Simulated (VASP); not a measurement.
Input of a VASP 6.6.1 run:

The input INCAR:

```
ALGO = Normal ; EDIFF = 1E-6
ENCUT = 520 ; GGA = RE
ISIF = 2 ; ISMEAR = -1
LASPH = True ; LCHARG = True
LELF = True ; LREAL = False
LVHAR = True ; LWAVE = False
NBANDS = 14 ; NELM = 100
PREC = Accurate ; SIGMA = 0.05
```

Contents of KPOINTS:

```
k-points
0
Gamma
  11 11 6
```

File POSCAR:

```
Re
1.0
    2.7234873179      0.0000000000      0.0000000000
   -1.3617436590      2.3586092042      0.0000000000
    0.0000000000      0.0000000000      4.3979466679
Re
2
Direct
    0.6666666667      0.3333333333      0.7500000000
    0.3333333333      0.6666666667      0.2500000000
```

Potentials or basis: VASP PAW PBE potentials, release 64 (Re).

The run is started by

```console
$ cat potpaw_PBE.64/Re/POTCAR > POTCAR
$ mpirun -np 1 vasp_std > vasp.out
```

(1) Estimate the pressure.

(2) Estimate the band gap on the k mesh.

Results:

(1) 26.1 GPa.

(2) zero (band 7 reaches 9.92 eV, above the bottom of band 8 at 6.63 eV).

Caveat: the PAW data sets were made with another functional, which shifts forces and pressure a little; spin-orbit coupling is left out, which moves the levels of the heavy elements.
